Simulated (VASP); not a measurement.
Set up this calculation in VASP 6.6.1, as the native input.

```
Task                   : single point
Functional             : PBE
Potentials or basis    : VASP PAW PBE potentials, release 64 (Sc_sv)
Cutoff                 : 520 eV
k mesh                 : 11 × 11 × 6
Occupations            : methfessel-paxton, width 0.6 eV
Spin                   : no spin polarisation
Dipole correction      : no
Further INCAR settings : ALGO = Normal; EDIFF = 1e-07; NBANDS = 18
```

The structure of Sc lies in POSCAR:

```
Sc
1.0
    3.3193628924      0.0000000000      0.0000000000
   -1.6596814462      2.8746525892      0.0000000000
    0.0000000000      0.0000000000      5.1842605006
Sc
2
Direct
    0.3333333333      0.6666666667      0.2500000000
    0.6666666667      0.3333333333      0.7500000000
```

One way to write it, as run:

INCAR

```
PREC = Accurate ; ENCUT = 520
EDIFF = 1E-7 ; ISMEAR = 1
SIGMA = 0.6 ; LREAL = False
LASPH = True ; NELM = 80
ALGO = Normal ; ISIF = 2
LWAVE = False ; LCHARG = False
GGA = PE ; NBANDS = 18
```

KPOINTS

```
Automatic mesh
0
Gamma
  11 11 6
```

Potentials or basis: VASP PAW PBE potentials, release 64 (Sc_sv).

Launch:

```bash
$ cat potpaw_PBE.64/Sc_sv/POTCAR > POTCAR
$ mpirun -np 1 vasp_std > vasp.out
```

It gave:

* Pressure: -0.1 GPa
* Band gap on the k mesh: zero (bands 11 and 12 overlap by 1.45 eV)

Caveat: so wide a smearing shifts energies and pressures.

Wall time 74 s on 1 thread of Intel Xeon 8259CL (shared host), peak memory 0.2 GiB.
